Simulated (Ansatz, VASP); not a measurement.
**SiO2: VASP beside Ansatz**

File INCAR:

```
PREC = Accurate ; ENCUT = 520
EDIFF = 1E-6 ; ISMEAR = 0
SIGMA = 0.05 ; LREAL = False
LASPH = True ; NELM = 60
ALGO = Normal ; ISIF = 2
LWAVE = False ; LCHARG = True
GGA = PE ; LELF = True
LVHAR = True ; NBANDS = 25
```

The input KPOINTS:

```
Automatic mesh
0
Gamma
  6 6 10
```

POSCAR

```
SiO2
1.0
    4.1746669295      0.0000000000      0.0000000000
    0.0000000000      4.1746669295      0.0000000000
    0.0000000000      0.0000000000      2.9907313883
Si O
2 4
Direct
    0.5000000000      0.5000000000      0.5000000000
    0.0000000000      0.0000000000      0.0000000000
    0.6930127928      0.6930127928      0.0000000000
    0.1930127928      0.8069872072      0.5000000000
    0.3069872072      0.3069872072      0.0000000000
    0.8069872072      0.1930127928      0.5000000000
```

Input for Ansatz:

```yaml
crystal:
  lattice:
    - [4.1746669295, 0.0, 0.0]
    - [0.0, 4.1746669295, 0.0]
    - [0.0, 0.0, 2.9907313883]
  atoms:
    - { symbol: Si, position: [0.5, 0.5, 0.5] }
    - { symbol: Si, position: [0.0, 0.0, 0.0] }
    - { symbol: O, position: [0.6930127928, 0.6930127928, 0.0] }
    - { symbol: O, position: [0.1930127928, 0.8069872072, 0.5] }
    - { symbol: O, position: [0.3069872072, 0.3069872072, 0.0] }
    - { symbol: O, position: [0.8069872072, 0.1930127928, 0.5] }
basis:
  ecutwfc: 520.0
kpoints:
  mp_grid: { grid: [6, 6, 10] }
hamiltonian:
  xc: pbe
  pseudopotentials: { kind: paw, azcp: { folder: soft_1 } }
scf:
  occupations: { method: gaussian, width: 0.05 }
output:
  forces: true
  stress: true
  eigenvalues: true
```

Alike in both runs: task single point; functional PBE; k mesh 6 × 6 × 10; occupations gaussian, width 0.05 eV; no spin polarisation.

```csv
,VASP,Ansatz
version,VASP 6.6.1,Ansatz 0.2.0
potentials or method,"VASP PAW PBE potentials, release 64 (Si, O), cutoff 520 eV","scalar-relativistic, plane waves, PAW"
valence electrons in the cell,32,32
```

|  | VASP | Ansatz | Ansatz less VASP |
| --- | --- | --- | --- |
| gap on the k mesh at the Fermi level (eV) | 3.28 | 3.30 | +0.021 |
| least direct gap on the mesh (eV) | 3.28 | 3.30 | +0.021 |
| pressure (GPa) | -21.5 | -21.8 | -0.24 |
| traceless stress, the component that is largest in VASP (GPa) | -27.42 | -27.54 | -0.121 |
| rms of the force components (eV/Å) | 0.285 | 0.289 | +0.0036 |

Atom by atom the forces differ by 0.004 eV/Å (rms over components). The functional is the same, so the differences come from potentials, cutoffs and numerics.
